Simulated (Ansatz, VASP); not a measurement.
Given: the input of a run of Ansatz 0.2.0 on GaN.

The input input.yaml:

```yaml
crystal:
  lattice:
    - [3.253799709, 0.0, 0.0]
    - [-1.6268998545, 2.8178732069, 0.0]
    - [0.0, 0.0, 10.4931298399]
  atoms:
    - { symbol: Ga, position: [0.0, 0.0, 0.785868] }
    - { symbol: Ga, position: [0.6666666667, 0.3333333333, 0.037349] }
    - { symbol: Ga, position: [0.3333333333, 0.6666666667, 0.537349] }
    - { symbol: Ga, position: [0.0, 0.0, 0.285868] }
    - { symbol: "N", position: [0.0, 0.0, 0.093038] }
    - { symbol: "N", position: [0.6666666667, 0.3333333333, 0.343745] }
    - { symbol: "N", position: [0.0, 0.0, 0.593038] }
    - { symbol: "N", position: [0.3333333333, 0.6666666667, 0.843745] }
hamiltonian:
  xc: pbesol
  pseudopotentials: { kind: paw }
kpoints:
  mp_grid: { grid: [10, 10, 3] }
scf:
  occupations: { method: fermi_dirac, width: 0.05 }
output:
  forces: true
  stress: true
  eigenvalues: true
```

Potentials or basis: Ansatz PAW.

Run with:

```bash
$ ansatz run input.yaml --threads 4 --pin off --max-ram 11264MiB --backend cpu --events-out ev --progress --plain --runs-dir out
```

Translate it to VASP 6.6.1. Potentials there: VASP PAW PBE potentials, release 64 (Ga_d, N).

As run (the cutoff follows the program's own potentials):

File INCAR:

```
SYSTEM = GaN
PREC = Accurate ; ENCUT = 520
EDIFF = 1E-6 ; ISMEAR = -1
SIGMA = 0.05 ; LREAL = .FALSE.
LASPH = .TRUE. ; NELM = 60
ALGO = Normal ; ISIF = 2
LWAVE = .FALSE. ; LCHARG = .FALSE.
GGA = PS ; NBANDS = 46
```

Contents of KPOINTS:

```
Automatic mesh
0
G
  10 10 3
  0 0 0
```

The input POSCAR:

```
GaN
1.0
    3.2537997090      0.0000000000      0.0000000000
   -1.6268998545      2.8178732069      0.0000000000
    0.0000000000      0.0000000000     10.4931298399
Ga N
4 4
Direct
    0.0000000000      0.0000000000      0.7858680000
    0.6666666667      0.3333333333      0.0373490000
    0.3333333333      0.6666666667      0.5373490000
    0.0000000000      0.0000000000      0.2858680000
    0.0000000000      0.0000000000      0.0930380000
    0.6666666667      0.3333333333      0.3437450000
    0.0000000000      0.0000000000      0.5930380000
    0.3333333333      0.6666666667      0.8437450000
```

Potentials or basis: VASP PAW PBE potentials, release 64 (Ga_d, N).

Launch:

```bash
$ cat potpaw_PBE.64/Ga_d/POTCAR potpaw_PBE.64/N/POTCAR > POTCAR
$ mpirun -np 1 vasp_std > vasp.out
```

Both were run:

|  | VASP | Ansatz | Ansatz less VASP |
| --- | --- | --- | --- |
| gap on the k mesh at the Fermi level (eV) | 0.51 | 0.50 | -0.008 |
| least direct gap on the mesh (eV) | 0.51 | 0.50 | -0.008 |
| pressure (GPa) | -11.8 | -11.7 | +0.12 |
| traceless stress, the component that is largest in VASP (GPa) | 7.00 | 6.98 | -0.017 |
| rms of the force components (eV/Å) | 0.093 | 0.087 | -0.0052 |

VASP's potentials were made for PBE, not for PBEsol. Atom by atom the forces differ by 0.006 eV/Å (rms over components). The functional is the same, so the differences come from potentials, cutoffs and numerics.

Noted on Ansatz's run: odd divisions of the mesh miss points on the zone boundary, where band edges often lie, so the gap on the mesh can be too wide.
